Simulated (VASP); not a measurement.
Mg2Si:

```xyz
3
Lattice="0.0000 3.1698 3.1698 3.1698 0.0000 3.1698 3.1698 3.1698 0.0000" Properties=species:S:1:pos:R:3 pbc="T T T"
Mg    1.5849    1.5849    1.5849
Mg    4.7547    4.7547    4.7547
Si    0.0000    0.0000    0.0000
```

Base run:

```yaml
Program: VASP 6.6.1
Functional: PBE
Potentials_or_basis: VASP PAW PBE potentials, release 64 (Mg, Si)
Cutoff: 600 eV
k_mesh: 6 × 6 × 6
Occupations: gaussian, width 0.1 eV
Spin: no spin polarisation
```

Its results: band gap on the k mesh 0.20 eV, indirect (least direct gap 1.91 eV); pressure 0.5 GPa.

**Question.** After a change of settings the same cell gave: band gap on the k mesh 0.20 eV, indirect (least direct gap 1.91 eV); pressure -1.9 GPa. Which change was it?
A. occupations from gaussian, width 0.1 eV to gaussian, width 0.01 eV
B. dispersion from none to D3(BJ)
C. k mesh from 6 × 6 × 6 to 4 × 4 × 4

**Answer.** B.

Dispersion adds attraction, which lowers the pressure at fixed volume and, as a term added to the energy, leaves the levels alone.
